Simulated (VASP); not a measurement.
Wanted: the native input for a VASP 6.6.1 run.

```
Task                   : single point
Functional             : PBEsol
Potentials or basis    : VASP PAW PBE potentials, release 64 (Pb_d)
Cutoff                 : 520 eV
k mesh                 : 13 × 13 × 13
Occupations            : fermi-dirac, width 0.08 eV
Spin                   : no spin polarisation
Dipole correction      : no
Further INCAR settings : ALGO = Normal; EDIFF = 1e-06; NBANDS = 13
```

The structure of Pb lies in POSCAR:

```
Pb
1.0
   -1.9796595667      1.9796595667      1.9796595667
    1.9796595667     -1.9796595667      1.9796595667
    1.9796595667      1.9796595667     -1.9796595667
Pb
1
Direct
    0.0000000000      0.0000000000      0.0000000000
```

These files were run (other wordings do the same):

INCAR

```
SYSTEM = Pb
PREC = Accurate
ENCUT = 520
EDIFF = 1E-6
ISMEAR = -1
SIGMA = 0.08
LREAL = .False.
LASPH = .True.
NELM = 80
ALGO = Normal
ISIF = 2
LWAVE = .False.
LCHARG = .False.
GGA = PS
NBANDS = 13
```

KPOINTS

```
Automatic mesh
0
Gamma
  13 13 13
  0 0 0
```

Potentials or basis: VASP PAW PBE potentials, release 64 (Pb_d).

Command:

```console
$ cat potpaw_PBE.64/Pb_d/POTCAR > POTCAR
$ mpirun -np 1 vasp_std > vasp.out
```

Results of the run:

```json
{
 "Pressure": "-1.7 GPa",
 "Band gap on the k mesh": "zero (band 7 reaches 14.28 eV, above the bottom of band 8 at 4.95 eV)"
}
```

Caveat: the PAW data sets were made with another functional, which shifts forces and pressure a little; spin-orbit coupling is left out, which moves the levels of the heavy elements.

Wall time 43 s on 1 thread of Intel(R) Xeon(R) Platinum 8375C CPU @ 2.90GHz (Ice Lake), with other jobs on the host, peak memory 0.17 GiB.
